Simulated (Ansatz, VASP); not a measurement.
## SnSe2 in VASP and in Ansatz

```xyz
3
Lattice="4.0451 0.0000 0.0000 -2.0226 3.5032 0.0000 0.0000 0.0000 6.5851" Properties=species:S:1:pos:R:3 pbc="T T T"
Sn    0.0000    0.0000    0.0000
Se    0.0000    2.3354    1.5119
Se    2.0226    1.1677    5.0733
```

Change from the starting cell: hydrostatic strain +5.8%.

Alike in both runs: task single point; functional r2SCAN; k mesh 12 × 12 × 4; no spin polarisation.

|  | VASP | Ansatz |
| --- | --- | --- |
| version | VASP 6.6.1 | Ansatz 0.2.0 |
| potentials or method | VASP PAW PBE potentials, release 64 (Sn_d, Se) | plane waves, PAW |
| plane-wave cutoff (eV) | 520 | 500 |
| occupations | gaussian, width 0.01 eV | fixed |
| valence electrons in the cell | 26 | 46 |

|  | VASP | Ansatz | Ansatz less VASP |
| --- | --- | --- | --- |
| gap on the k mesh at the Fermi level (eV) | 0.78 | 0.78 | +0.006 |
| pressure (GPa) | -3.7 | -3.8 | -0.02 |
| traceless stress, the component that is largest in VASP (GPa) | 3.18 | 3.19 | +0.005 |
| rms of the force components (eV/Å) | 0.003 | 0.007 | +0.0037 |

VASP's potentials were made for PBE, not for r2SCAN. Atom by atom the forces differ by 0.004 eV/Å (rms over components). VASP's potentials hold 26 valence electrons a cell and Ansatz's 46, so a difference there can come from the potentials and not from the codes.
